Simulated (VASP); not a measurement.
Runs of VASP 6.6.1 on ZnS. The structure is that of space group Cmmm (No. 65), or close to it. The cells are those of the table. 

| task | cell | k mesh | cutoff (eV) | smearing | gap on the mesh (eV) | pressure (GPa) | relaxed volume (Å³/atom) |
| --- | --- | --- | --- | --- | --- | --- | --- |
| single point | a = 5.343, b = 5.343, c = 4.174 Å, angles 90.0, 90.0, 92.8°, 2 atoms | 6 × 6 × 8 | 520 | gaussian 0.02 eV | (b) | (a) | - |
| single point | a = 4.955, b = 4.955, c = 4.173 Å, angles 90.0, 90.0, 92.5°, 2 atoms | 6 × 6 × 4 | 520 | gaussian 0.1 eV | (c) | 0.2 | - |
| relaxation of cell and atoms | relaxed from a = 4.955, b = 4.955, c = 4.173 Å, angles 90.0, 90.0, 92.5°, 2 atoms | 6 × 6 × 8 | 600 | gaussian 0.02 eV | 1.40 | 0.0 | 66.01 |
| relaxation of cell and atoms | relaxed from a = 5.343, b = 5.343, c = 4.174 Å, angles 90.0, 90.0, 92.8°, 2 atoms | 6 × 6 × 8 | 600 | gaussian 0.02 eV | 1.31 | 0.0 | 59.60 |

Alike in all rows: level PBE; potentials or basis VASP PAW PBE potentials, release 64 (Zn, S); no spin polarisation.

Question: Estimate the missing entries.

Answer: (a) 0.1; (b) 1.33; (c) 1.13.

Caveats: the volume moved by over 15 % at a fixed basis, so the end points are rough (some runs).

A k mesh can miss the band edges.
